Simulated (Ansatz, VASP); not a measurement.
One calculation of HfC, two programs

Contents of INCAR:

```
SYSTEM = HfC
PREC = Accurate
ENCUT = 520
EDIFF = 1E-7
ISMEAR = -1
SIGMA = 0.05
LREAL = .False.
LASPH = .True.
NELM = 60
ALGO = Normal
ISIF = 2
LWAVE = .False.
LCHARG = .False.
NBANDS = 22
```

Contents of KPOINTS:

```
regular mesh
0
Gamma
  9 9 5
  0 0 0
```

File POSCAR:

```
HfC
1.0
    3.3650048841      0.0000000000      0.0000000000
   -1.6825024420      2.9141797134      0.0000000000
    0.0000000000      0.0000000000      5.2371700637
Hf C
2 2
Direct
    0.3333333333      0.6666666667      0.2500000000
    0.6666666667      0.3333333333      0.7500000000
    0.0000000000      0.0000000000      0.5000000000
    0.0000000000      0.0000000000      0.0000000000
```

File input.yaml:

```yaml
crystal:
  lattice:
    - [3.3650048841, 0.0, 0.0]
    - [-1.682502442, 2.9141797134, 0.0]
    - [0.0, 0.0, 5.2371700637]
  atoms:
    - { symbol: Hf, position: [0.3333333333, 0.6666666667, 0.25] }
    - { symbol: Hf, position: [0.6666666667, 0.3333333333, 0.75] }
    - { symbol: C, position: [0.0, 0.0, 0.5] }
    - { symbol: C, position: [0.0, 0.0, 0.0] }
hamiltonian:
  xc: lda
  pseudopotentials: { kind: paw }
kpoints:
  mp_grid: { grid: [9, 9, 5] }
scf:
  occupations: { method: fermi_dirac, width: 0.05 }
output:
  forces: true
  stress: true
  eigenvalues: true
```

Alike in both runs: task single point; functional LDA; k mesh 9 × 9 × 5; occupations fermi-dirac, width 0.05 eV; no spin polarisation.

|  | VASP | Ansatz |
| --- | --- | --- |
| version | VASP 6.6.1 | Ansatz 0.2.0 |
| potentials or method | VASP PAW LDA potentials, release 64 (Hf_pv, C) | Ansatz PAW |
| plane-wave cutoff (eV) | 520 | 420 |
| valence electrons in the cell | 28 | 60 |

Ansatz gave:

```
gap on the k mesh at the Fermi level (eV)                     : none
pressure (GPa)                                                : -16.6
traceless stress, the component that is largest in VASP (GPa) : 2.38
```

**Question.** What did VASP give for the same quantities?

**Answer.** gap on the k mesh at the Fermi level (eV): none; pressure (GPa): -16.4; traceless stress, the component that is largest in VASP (GPa): 2.36.

LDA's correlation is that of Perdew and Zunger in VASP and of Perdew and Wang (1992) in Ansatz. A gap of «none» marks a metal or a gap that the smearing closes. VASP's potentials hold 28 valence electrons a cell and Ansatz's 60, so a difference there can come from the potentials and not from the codes.

Neither program's run includes spin-orbit coupling.
